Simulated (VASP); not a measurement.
Runs of VASP 6.6.1 on MgO (rocksalt type). The structure is that of space group Fm-3m (No. 225), or close to it. The cells are those of the table. 

```tsv
task	cell	cutoff (eV)	gap on the mesh (eV)	pressure (GPa)
single point	a = 3.008 Å, angles 60.0°, 2 atoms	520	4.44	(b)
relaxation of cell and atoms	relaxed to 13 GPa from a = 2.936 Å, angles 60.0°, 2 atoms	600	5.23	13.0
relaxation of cell and atoms	relaxed from a = 3.047 Å, angles 60.0°, 2 atoms	600	4.51	0.0
relaxation of cell and atoms	relaxed to 13 GPa from a = 2.934 Å, angles 60.0°, 2 atoms	600	5.23	13.0
single point	a = 2.934 Å, angles 60.0°, 2 atoms	520	(a)	12.3
```

Alike in all rows: level PBE; potentials or basis VASP PAW PBE potentials, release 64 (Mg, O); no spin polarisation; k mesh 16 × 16 × 16; smearing fermi-dirac 0.05 eV.

Problem. Estimate the missing entries.

Solution. (a) 5.18; (b) -0.8.

Caveats: the cell is relaxed towards a set pressure, so the enthalpy falls and the energy may rise (some runs).

A k mesh can miss the band edges.
